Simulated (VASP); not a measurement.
## Hf: single point with LDA

Hf:

```
Hf
1.0
     3.23085    0.00000    0.00000
    -1.61542    2.79800    0.00000
     0.00000    0.00000   10.35940
Hf
4
Direct
  0.00000 0.00000 0.00000
  0.00000 0.00000 0.50000
  0.33333 0.66667 0.25000
  0.66667 0.33333 0.75000
```

```json
{"Program": "VASP 6.6.1", "Task": "single point", "Functional": "LDA", "Potentials or basis": "VASP PAW LDA potentials, release 64 (Hf_pv)", "Cutoff": "520 eV", "k mesh": "13 × 13 × 4", "Occupations": "fermi-dirac, width 0.1 eV", "Spin": "no spin polarisation", "Dipole correction": "no", "Further INCAR settings": "ALGO = Normal; EDIFF = 1e-06; NBANDS = 28"}
```

The pressure is -10.9 GPa. The band gap on the k mesh is zero (bands 20 and 21 overlap by 1.53 eV).

Stress tensor (GPa, compression positive):
```
-10.73   0.00   0.00
  0.00 -10.73   0.00
  0.00   0.00 -11.24
```

Levels at points of the mesh, in eV from the Fermi level:
```csv
k point,band 17,band 18,band 19,band 20,band 21,band 22,band 23,band 24
"(0.00, 0.00, 0.00)",0.16,0.19,0.67,0.99,0.99,1.10,1.10,1.39
"(0.00, 0.00, 0.50)",0.15,0.15,0.93,0.93,1.17,1.17,1.17,1.17
```

Wall time 3.3 min on 1 thread of Intel Xeon 8259CL, on a shared host, peak memory 0.26 GiB.

Caveat: the cell stands under tension; spin-orbit coupling is left out, which moves the levels of the heavy elements.
